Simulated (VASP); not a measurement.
# O (R-3m) in VASP: a series of runs

The runs below take O through single point, with PBE+D3(BJ), PBE.

Everything below comes from runs of VASP 6.6.1. Logs are shortened: lines on timing, memory, paths and dates and some standing lists are left out, and cuts for length are marked.

**1. The cell of the first run**

It takes space group R-3m (No. 166, trigonal). The conventional cell has a = 2.847 Å, b = 2.847 Å, c = 10.225 Å, α = 90.00°, β = 90.00°, γ = 120.00°. Within 1.6 Å of O (site symmetry 3m) lie 1 O at 1.18 Å.

**2. Single point, PBE+D3(BJ)**

File INCAR:

```
SYSTEM = O
PREC = Accurate ; ENCUT = 600
EDIFF = 1E-6 ; ISMEAR = 0
SIGMA = 0.1 ; LREAL = .False.
LASPH = .True. ; NELM = 120
ALGO = Normal ; ISIF = 2
LWAVE = .False. ; LCHARG = .False.
GGA = PE ; IVDW = 12
NBANDS = 13 ; GGA_COMPAT = .False.
```

File KPOINTS:

```
regular mesh
0
Gamma
  6 6 6
  0 0 0
```

File POSCAR:

```
O
1.0
    1.4233490221      0.8217709410      3.4083000000
   -1.4233490221      0.8217709410      3.4083000000
    0.0000000000     -1.6435418821      3.4083000000
O
2
Direct
    0.7007000000      0.6017000000      0.7687000000
    1.5853000000      1.4863000000      1.6533000000
```

Potentials or basis: VASP PAW PBE potentials, release 64 (O).

Started as:

```
$ cat potpaw_PBE.64/O/POTCAR > POTCAR
$ mpirun -np 1 vasp_std > vasp.out
```

OUTCAR:

```text
SYSTEM = O
   PREC = Accurate
   ENCUT = 600
   EDIFF = 1E-6
   ISMEAR = 0
   LREAL = .False.
   LASPH = .True.
   NELM = 120
   ISIF = 2
   GGA = PE
   IVDW = 12
 IVDW          = 12

 ion  position               nearest neighbor table
   1  0.701  0.602  0.769-   2 1.18
   2  0.585  0.486  0.653-   1 1.18

  LATTYP: Found a trigonal (rhomboedric) cell.
 ALAT       =     3.7838788046
 COS(alpha) =     0.7170052526

  Lattice vectors:

 A1 = (   1.4233490221,   0.8217709410,   3.4083000000)
 A2 = (  -1.4233490221,   0.8217709410,   3.4083000000)
 A3 = (   0.0000000000,  -1.6435418821,   3.4083000000)

Analysis of symmetry for initial positions (statically):
=====================================================================
 Subroutine PRICEL returns:
 Original cell was already a primitive cell.

 Routine SETGRP: Setting up the symmetry group for a
 trigonal (rhombohedral) supercell.

 Subroutine GETGRP returns: Found 12 space group operations
 (whereof  1 operations were pure point group operations)
 out of a pool of 12 trial point group operations.

The static configuration has the point symmetry C_1 .
 The point group associated with its full space group is D_3d.

Analysis of symmetry for dynamics (positions and initial velocities):
=====================================================================
 Subroutine PRICEL returns:
 Original cell was already a primitive cell.

 Routine SETGRP: Setting up the symmetry group for a
 trigonal (rhombohedral) supercell.

 Subroutine GETGRP returns: Found 12 space group operations
 (whereof  1 operations were pure point group operations)
 out of a pool of 12 trial point group operations.

The dynamic configuration has the point symmetry C_1 .
 The point group associated with its full space group is D_3d.

 Subroutine INISYM returns: Found 12 space group operations
 (whereof  1 operations are pure point group operations),
 and found     1 'primitive' translations

----------------------------------------------------------------------------------------

                                     Primitive cell

  volume of cell :      23.9195

  direct lattice vectors                    reciprocal lattice vectors
     1.423349022  0.821770941  3.408300000     0.351284184  0.202814018  0.097800467
    -1.423349022  0.821770941  3.408300000    -0.351284184  0.202814018  0.097800467
     0.000000000 -1.643541882  3.408300000     0.000000000 -0.405628037  0.097800467

  length of vectors
     3.783878805  3.783878805  3.783878805     0.417251765  0.417251765  0.417251765

  position of ions in fractional coordinates (direct lattice)
     0.700700000  0.601700000  0.768700000
     0.585300000  0.486300000  0.653300000

  ion indices of the primitive-cell ions
   primitive index   ion index
                 1           1
                 2           2

----------------------------------------------------------------------------------------

 KPOINTS: regular mesh

Automatic generation of k-mesh.
 Grid dimensions read from file:
 generate k-points for:    6    6    6

 Generating k-lattice:

  Cartesian coordinates                     Fractional coordinates (reciprocal lattice)
     0.058547364  0.033802336  0.016300078     0.166666667 -0.000000000  0.000000000
    -0.058547364  0.033802336  0.016300078    -0.000000000  0.166666667  0.000000000
     0.000000000 -0.067604673  0.016300078     0.000000000  0.000000000  0.166666667

  Length of vectors
     0.069541961  0.069541961  0.069541961

  Shift w.r.t. Gamma in fractional coordinates (k-lattice)
     0.000000000  0.000000000  0.000000000

 Subroutine IBZKPT returns following result:
 ===========================================

 Found     32 irreducible k-points:

 Following reciprocal coordinates:
            Coordinates               Weight
  0.000000  0.000000  0.000000      1.000000
  0.166667  0.000000  0.000000      6.000000
  0.333333  0.000000  0.000000      6.000000
  0.500000  0.000000  0.000000      3.000000
  0.166667  0.166667  0.000000      6.000000
  0.333333  0.166667  0.000000     12.000000
[... 16 lines left out ...]
  0.500000  0.500000  0.166667      6.000000
 -0.333333  0.500000  0.166667     12.000000
 [... further k-points ...]
   k-points           NKPTS =     32   k-points in BZ     NKDIM =     32   number of bands    NBANDS=     13
   number of dos      NEDOS =    301   number of ions     NIONS =      2
   total plane-waves  NPLWV =  27000
   dimension x,y,z NGX =    30 NGY =   30 NGZ =   30
   dimension x,y,z NGXF=    60 NGYF=   60 NGZF=   60
   ions per type =               2
   NGX,Y,Z   is equivalent  to a cutoff of  13.18, 13.18, 13.18 a.u.
   NGXF,Y,Z  is equivalent  to a cutoff of  26.36, 26.36, 26.36 a.u.
 SYSTEM =  O
   PREC   = accura    normal or accurate (medium, high low for compatibility)
   ISTART =      0    job   : 0-new  1-cont  2-samecut
   ICHARG =      2    charge: 1-file 2-atom 10-const
   ISPIN  =      1    spin polarized calculation?
   LNONCOLLINEAR =      F non collinear calculations
   LSORBIT =      F    spin-orbit coupling
   LASPH  =      T    aspherical Exc in radial PAW
   ENCUT  =  600.0 eV  44.10 Ry    6.64 a.u.   7.56  7.56  7.56*2*pi/ulx,y,z
   NELM   =    120;   NELMIN=  2; NELMDL= -5     # of ELM steps
   EDIFF  = 0.1E-05   stopping-criterion for ELM
   LREAL  =      F    real-space projection
[... 7 lines left out ...]
   TEBEG  =    0.0;   TEEND  =   0.0 temperature during run
   PSTRESS=    0.0 pullay stress
   NELECT =      12.0000    total number of electrons
   NUPDOWN=      -1.0000    fix difference up-down
   EMIN   =  10.00;   EMAX   =-10.00  energy-range for DOS
   EFERMI =   0.00;   METHOD = LEGACY
   ISMEAR =     0;   SIGMA  =   0.10  broadening in eV -4-tet -1-fermi 0-gaus
   EFERMI_NEDOS =   21; number of points for ismear=-14 and -15
   IALGO  =     38    algorithm
   IMIX   =      4    mixing-type and parameters
     AMIX     =   0.40;   BMIX     =  1.00
     AMIX_MAG =   1.60;   BMIX_MAG =  1.00
  volume/ion in A,a.u.               =      11.96        80.71
  Fermi-wavevector in a.u.,A,eV,Ry     =   1.300823  2.458199 23.022964  1.692140
  Thomas-Fermi vector in A             =   2.431997
   LORBIT       =      0    0 simple, 1 ext, 2 COOP (PROOUT), +10 PAW based schemes
   GGA     = PE    functional components
   LHFCALC =     F    Hartree Fock is set to
   AEXX    =    0.0000 exact exchange contribution
   IVDW    =    12    specifies the selected vdW correction
   LEPSILON=     F    determine dielectric tensor
   LRPA    =     F    only Hartree local field effects (RPA)
 non-spin polarized calculation
 Gauss-broadening in eV      SIGMA  =   0.10
  energy-cutoff  :      600.00
  volume of cell :       23.92
 maximum number of plane-waves:       818
   NGX = 15   NGY = 15   NGZ = 15

 number of electron      12.0000002 magnetization

 Free energy of the ion-electron system (eV)
  ---------------------------------------------------
  ext. energy  EPLUGINS =         0.00000000
  ---------------------------------------------------
  free energy    TOTEN  =        -9.31100540 eV

  energy without entropy =       -9.30378626  energy(sigma->0) =       -9.30739583

 E-fermi :   0.4580     XC(G=0):  -9.1965

 val. band max:        0.3259431218   @ k =   0.5000   0.1667   0.0000
 cond. band min:       0.4965574758   @ k =   0.5000   0.0000   0.0000
 fundamental gap:      0.1706143540
 Fermi energy:         0.4580018187

 k-point     1 :       0.0000    0.0000    0.0000
  band No.  band energies     occupation
      1     -27.7489      2.00000
      2     -13.4377      2.00000
      3      -8.7176      2.00000
      4      -6.1599      2.00000
      5      -6.1599      2.00000
      6       0.9854      0.00000
      7       0.9854      0.00000
      8       8.7236      0.00000
      9      12.1450      0.00000
     10      15.4569      0.00000
     11      19.1285      0.00000
     12      21.7495      0.00000
     13      21.7495      0.00000

 k-point     2 :       0.1667    0.0000    0.0000
  band No.  band energies     occupation
      1     -27.6631      2.00000
      2     -13.4051      2.00000
      3      -8.5748      2.00000
      4      -6.5857      2.00000
      5      -6.2581      2.00000
      6       0.6246      0.01845
      7       0.8597      0.00000
      8       9.5344      0.00000
      9      12.1244      0.00000
     10      15.5554      0.00000
     11      18.4694      0.00000
     12      20.2524      0.00000
     13      22.8743      0.00000

 k-point     3 :       0.3333    0.0000    0.0000
  band No.  band energies     occupation
      1     -27.4861      2.00000
      2     -13.3271      2.00000
      3      -8.3931      2.00000
      4      -7.2684      2.00000
      5      -6.4480      2.00000
      6      -0.0180      2.00000
      7       0.6154      0.02604
      8      10.8232      0.00000
      9      12.2836      0.00000
     10      15.2558      0.00000
     11      16.7760      0.00000
     12      20.0200      0.00000
     13      21.5935      0.00000
[... 305 lines left out ...]
 k-point    23 :       0.5000    0.5000    0.1667
  band No.  band energies     occupation
      1     -27.4479      2.00000
      2     -13.9196      2.00000
      3      -7.8279      2.00000
      4      -6.7329      2.00000
      5      -6.6269      2.00000
      6      -0.4119      2.00000
      7       1.0811      0.00000
      8       9.9592      0.00000
      9      12.0696      0.00000
     10      14.7316      0.00000
     11      16.0539      0.00000
     12      20.3714      0.00000
     13      22.8921      0.00000

 k-point    24 :      -0.3333    0.5000    0.1667
  band No.  band energies     occupation
      1     -27.3713      2.00000
      2     -13.6614      2.00000
      3      -8.0178      2.00000
      4      -7.0476      2.00000
      5      -6.7896      2.00000
      6      -0.6328      2.00000
      7       0.7212      0.00020
      8      10.5880      0.00000
      9      13.0003      0.00000
     10      14.5228      0.00000
     11      16.4304      0.00000
     12      19.5208      0.00000
     13      22.0988      0.00000

 [... further k-points ...]

------------------------ aborting loop because EDIFF is reached ----------------------------------------

 Edisp (eV)   -0.14017

 E8    (eV) :    -0.0343

  FORCE on cell =-STRESS in cart. coord.  units (eV):
  Direction    XX          YY          ZZ          XY          YZ          ZX
  --------------------------------------------------------------------------------------
  -------------------------------------------------------------------------------------
  Total      -1.07342    -1.07342     5.79582     0.00000    -0.00000     0.00000
  in kB     -71.89998   -71.89998   388.21641     0.00000    -0.00000     0.00000
  external pressure =       81.47 kB  Pullay stress =        0.00 kB

 VOLUME and BASIS-vectors are now :
 -----------------------------------------------------------------------------
  energy-cutoff  :      600.00
  volume of cell :       23.92
      direct lattice vectors                 reciprocal lattice vectors
     1.423349022  0.821770941  3.408300000     0.351284184  0.202814018  0.097800467
    -1.423349022  0.821770941  3.408300000    -0.351284184  0.202814018  0.097800467
     0.000000000 -1.643541882  3.408300000     0.000000000 -0.405628037  0.097800467

 POSITION                                       TOTAL-FORCE (eV/Angst)
 -----------------------------------------------------------------------------------
      0.14091     -0.19312      7.05893         0.000000     -0.000000      4.280581
      0.14091     -0.19312      5.87898         0.000000      0.000000     -4.280581
 -----------------------------------------------------------------------------------
    total drift:                               -0.000002     -0.000002     -0.000027

  FREE ENERGIE OF THE ION-ELECTRON SYSTEM (eV)
  ---------------------------------------------------
  free  energy   TOTEN  =        -9.4511784314 eV

  energy  without entropy=       -9.4439592851  energy(sigma->0) =       -9.44756886
```

It took 12 s on 1 thread of AMD EPYC 7R43 (Zen 3), shared host; peak memory 0.13 GiB.

What came out:

```yaml
Free_energy: -9.4512 eV
Pressure: 8.1 GPa
Largest_force: 4.281 eV/Å
Band_gap_on_the_k_mesh: zero (band 6 reaches 1.23 eV, above the bottom of band 7 at 0.12 eV)
Dispersion_energy_per_atom: -0.070 eV
```

Forces in eV/Å, atoms in the order of the input:
```
O    0.000  0.000  4.281
O    0.000  0.000 -4.281
```

Caveat: the k points lie up to 0.44 Å⁻¹ apart; the standard files for N, O and F lose accuracy on very short bonds; spin is off for a triplet molecule; pairwise dispersion overbinds metals, which lowers pressure and volume; forces of over 1 eV/Å act on the atoms, so gaps and moduli don't describe the material at rest.

**3. Single point, PBE**

File INCAR:

```
SYSTEM = O
ALGO = Normal
EDIFF = 1E-6
ENCUT = 600
GGA = PE
GGA_COMPAT = .False.
ISIF = 2
ISMEAR = 0
LASPH = .True.
LCHARG = .False.
LREAL = .False.
LWAVE = .False.
NBANDS = 13
NELM = 120
PREC = Accurate
SIGMA = 0.1
```

File KPOINTS:

```
k-points
0
Gamma
  6 6 6
  0 0 0
```

File POSCAR:

```
O
1.0
    1.4233490221      0.8217709410      3.4083000000
   -1.4233490221      0.8217709410      3.4083000000
    0.0000000000     -1.6435418821      3.4083000000
O
2
Direct
    0.0577000000      0.0577000000      0.0577000000
    0.9423000000      0.9423000000      0.9423000000
```

Potentials or basis: VASP PAW PBE potentials, release 64 (O).

Started as:

```
$ cat potpaw_PBE.64/O/POTCAR > POTCAR
$ mpirun -np 1 vasp_std > vasp.out
```

It took 12 s on 1 thread of AMD EPYC 7R43 (Zen 3), shared host; peak memory 0.12 GiB.

The run converged. Its results:

* Free energy: -9.3110 eV
* Pressure: 9.1 GPa
* Largest force: 4.279 eV/Å
* Band gap on the k mesh: zero (band 6 reaches 1.23 eV, above the bottom of band 7 at 0.12 eV)

Forces on the atoms (eV/Å):
```
O    0.000  0.000  4.279
O    0.000  0.000 -4.279
```

Stress tensor (GPa, compression positive):
```
-6.22  0.00  0.00
 0.00 -6.22  0.00
 0.00  0.00 39.83
```

Levels at points of the mesh, in eV from the Fermi level:
```tsv
k point	band 4	band 5	band 6	band 7	band 8	band 9
(0.00, 0.00, 0.00)	-6.62	-6.62	0.53	0.53	8.27	11.69
(0.50, 0.00, 0.00)	-7.92	-7.00	-0.76	0.04	10.58	12.67
(0.50, 0.50, 0.00)	-7.30	-7.20	-1.37	0.57	10.09	11.76
(0.50, 0.50, 0.50)	-6.72	-6.72	0.77	0.77	7.99	8.57
```

Caveat: the k points lie up to 0.44 Å⁻¹ apart; the standard files for N, O and F lose accuracy on very short bonds; spin is off for a triplet molecule; forces of over 1 eV/Å act on the atoms, so gaps and moduli don't describe the material at rest.
